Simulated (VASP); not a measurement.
# C (P6/mmm) in VASP: a series of runs, part 2 of 2

VASP 6.6.1.

### 3 Relaxation of shape and atoms at fixed volume, PBE

This run uses another cell than the first one, of 7.85 Å³/atom, 1.160 times its volume.

INCAR

```
PREC = Accurate ; ENCUT = 600
EDIFF = 1E-6 ; ISMEAR = -1
SIGMA = 0.05 ; LREAL = False
LASPH = True ; NELM = 60
ALGO = Normal ; ISIF = 4
LWAVE = False ; LCHARG = False
GGA = PE ; IBRION = 2
NSW = 50 ; EDIFFG = -0.005
```

KPOINTS

```
regular mesh
0
Gamma
  12 12 16
```

POSCAR

```
C
1.0
    5.0377150018      0.0000000000      0.0000000000
   -2.5188575009      4.3627891686      0.0000000000
    0.0000000000      0.0000000000      1.0713872531
C
3
Direct
    0.0000000000      0.0000000000      0.0000000000
    0.3333333333      0.6666666667      0.5000000000
    0.6666666667      0.3333333333      0.5000000000
```

Potentials or basis: VASP PAW PBE potentials, release 64 (C).

Started as:

```console
$ cat potpaw_PBE.64/C/POTCAR > POTCAR
$ mpirun -np 1 vasp_std > vasp.out
```

OUTCAR:

```text
PREC = Accurate
   ENCUT = 600
   EDIFF = 1E-6
   ISMEAR = -1
   LREAL = False
   LASPH = True
   NELM = 60
   ISIF = 4
   GGA = PE
   IBRION = 2
   NSW = 50
   EDIFFG = -0.005

 ion  position               nearest neighbor table
   1  0.000  0.000  0.000-
   2  0.333  0.667  0.500-
   3  0.667  0.333  0.500-

  LATTYP: Found a hexagonal cell.
 ALAT       =     5.0377150018
 C/A-ratio  =     0.2126732562

  Lattice vectors:

 A1 = (   5.0377150018,   0.0000000000,   0.0000000000)
 A2 = (  -2.5188575009,   4.3627891686,   0.0000000000)
 A3 = (   0.0000000000,   0.0000000000,   1.0713872531)

Analysis of symmetry for initial positions (statically):
=====================================================================
 Subroutine PRICEL returns:
[... 376 lines left out ...]

 k-point     1 :       0.0000    0.0000    0.0000
  band No.  band energies     occupation
      1     -13.3448      2.00000
      2     -10.4818      2.00000
      3     -10.4805      2.00000
      4      -2.0571      2.00000
      5      -2.0571      2.00000
      6      -2.0566      2.00000
      7      -2.0566      2.00000
      8       2.6812      2.00000
      9       2.6812      2.00000
     10      15.0258      0.00000
[... 287 lines left out ...]
 k-point    24 :       0.3333   -0.0000    0.0625
  band No.  band energies     occupation
      1     -12.4984      2.00000
      2     -11.0682      2.00000
      3     -10.5891      2.00000
      4      -3.0715      2.00000
      5      -1.7774      2.00000
      6       0.5264      2.00000
      7       0.9607      2.00000
      8       0.9992      2.00000
      9       2.4094      2.00000
     10      15.9841      0.00000

 [... further k-points ...]

------------------------ aborting loop because EDIFF is reached ----------------------------------------

  FORCE on cell =-STRESS in cart. coord.  units (eV):
  Direction    XX          YY          ZZ          XY          YZ          ZX
  --------------------------------------------------------------------------------------
  -------------------------------------------------------------------------------------
  Total        6.2314845      6.2314845      6.2198869      0.0000000     -0.0000000     -0.0000000
  in kB      423.9921423    423.9921423    423.2030366      0.0000000     -0.0000000     -0.0000000
  external PRESSURE =     423.7291071 kB  Pullay stress =       0.0000000 kB
[... 18 lines left out ...]
  FREE ENERGIE OF THE ION-ELECTRON SYSTEM (eV)
  ---------------------------------------------------
  free  energy   TOTEN  =       -23.3452814196 eV

  energy  without entropy=      -23.3394539247  energy(sigma->0) =      -23.34236767

 reached required accuracy - stopping structural energy minimisation
```

OSZICAR:

```text
N       E                     dE             d eps       ncg     rms          rms(c)
DAV:   1     0.440934577642E+02    0.44093E+02   -0.80892E+03  3448   0.129E+03
DAV:   2    -0.218673030232E+02   -0.65961E+02   -0.59840E+02  4500   0.219E+02
DAV:   3    -0.242507094169E+02   -0.23834E+01   -0.23699E+01  3836   0.423E+01
[... 166 lines left out ...]
       N       E                     dE             d eps       ncg     rms          rms(c)
DAV:   1    -0.233453113275E+02   -0.53829E-04   -0.92300E-04  3420   0.293E-01    0.271E-02
DAV:   2    -0.233452885713E+02    0.22756E-04   -0.29299E-05  3798   0.457E-02    0.142E-02
DAV:   3    -0.233452814675E+02    0.71038E-05   -0.22444E-05  3504   0.370E-02    0.452E-03
DAV:   4    -0.233452814196E+02    0.47963E-07   -0.73920E-07  1988   0.727E-03
  22 F= -.23345281E+02 E0= -.23342368E+02  d E =-.112800E-02
```

CONTCAR:

```text
C
   1.00000000000000
     4.6511204592099213    0.0000000000000000   -0.0000000000000000
    -2.3255602296049607    4.0279884737621066    0.0000000000000000
    -0.0000000000000000   -0.0000000000000000    1.2568935259415910
  C
     3
Direct
     0.0000000000000000    1.0000000000000000    0.0000000000000000
     0.3333333332999970    0.6666666667000030    0.5000000000000000
     0.6666666667000030    0.3333333332999970    0.5000000000000000

  0.00000000E+00  0.00000000E+00  0.00000000E+00
  0.00000000E+00  0.00000000E+00  0.00000000E+00
  0.00000000E+00  0.00000000E+00  0.00000000E+00
```

It took 9.9 min on 1 thread of Intel Xeon Platinum 8259CL at 2.50GHz (Skylake/Cascade Lake), shared host; peak memory 0.17 GiB.

What came out:

- Free energy: -23.3453 eV
- Energy gained by relaxing: 2223.5 meV/atom
- Ionic steps: 22
- Pressure after relaxing: 42.4 GPa
- Band gap on the k mesh: zero (band 6 reaches 15.94 eV, above the bottom of band 7 at -2.06 eV)

Stress tensor (GPa, compression positive):
```
42.40  0.00  0.00
 0.00 42.40  0.00
 0.00  0.00 42.32
```

Step by step:
```tsv
step	energy change (eV)	largest force (eV/Å)	pressure (GPa)	volume (Å³)
1	0.0000	0.0000	221.67	23.55
2	5.2181	0.0000	-52.35	23.55
3	4.7814	0.0000	-45.18	23.55
4	4.3198	0.0000	-40.51	23.55
5	-0.1785	0.0000	-36.82	23.55
6	-6.3143	0.0000	9.11	23.55
7	-6.0005	0.0000	92.49	23.55
8	-6.6583	0.0000	35.81	23.55
9	-6.6705	0.0000	42.27	23.55
10	-6.6689	0.0000	44.86	23.55
11	-6.6691	0.0000	44.77	23.55
12	-6.6694	0.0000	44.46	23.55
13	-6.6694	0.0000	44.47	23.55
14	-6.6694	0.0000	44.46	23.55
15	-6.6694	0.0000	44.44	23.55
16	-6.6695	0.0000	44.41	23.55
17	-6.6695	0.0000	44.34	23.55
18	-6.6696	0.0000	44.26	23.55
19	-6.6698	0.0000	44.03	23.55
20	-6.6702	0.0000	43.58	23.55
21	-6.6705	0.0000	42.70	23.55
22	-6.6705	0.0000	42.37	23.55
```

Final structure:
```
C
1.0
     4.65112    0.00000    0.00000
    -2.32556    4.02799    0.00000
     0.00000    0.00000    1.25689
C
3
Direct
  0.00000 0.00000 0.00000
  0.33333 0.66667 0.50000
  0.66667 0.33333 0.50000
```

Caveat: the k points lie up to 0.31 Å⁻¹ apart in the final cell.
